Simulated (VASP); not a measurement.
The system is MgSe.

```
CELL_PARAMETERS angstrom
0.00000 2.72550 2.72550
2.72550 0.00000 2.72550
2.72550 2.72550 0.00000
ATOMIC_POSITIONS crystal
Mg 0.00000 0.00000 0.00000
Se 0.50000 0.50000 0.50000
```

Base run:

```yaml
Program: VASP 6.6.1
Functional: PBEsol
Potentials_or_basis: VASP PAW PBE potentials, release 64 (Mg, Se)
Cutoff: 600 eV
k_mesh: 8 × 8 × 8
Occupations: gaussian, width 0.05 eV
Spin: no spin polarisation
```

Its results: band gap on the k mesh 1.76 eV (least direct gap 2.50 eV); pressure -0.1 GPa.

Task: The run is repeated on the same cell with these changes: functional from PBEsol to PBE. What comes out?

Result: Band gap on the k mesh 1.80 eV (least direct gap 2.60 eV); pressure 1.9 GPa.

PBE binds less tightly than PBEsol, so the same cell stands under more pressure.

Caveats: the PAW data sets were made with another functional, which shifts forces and pressure a little (at least some runs).

A k mesh can miss the band edges.
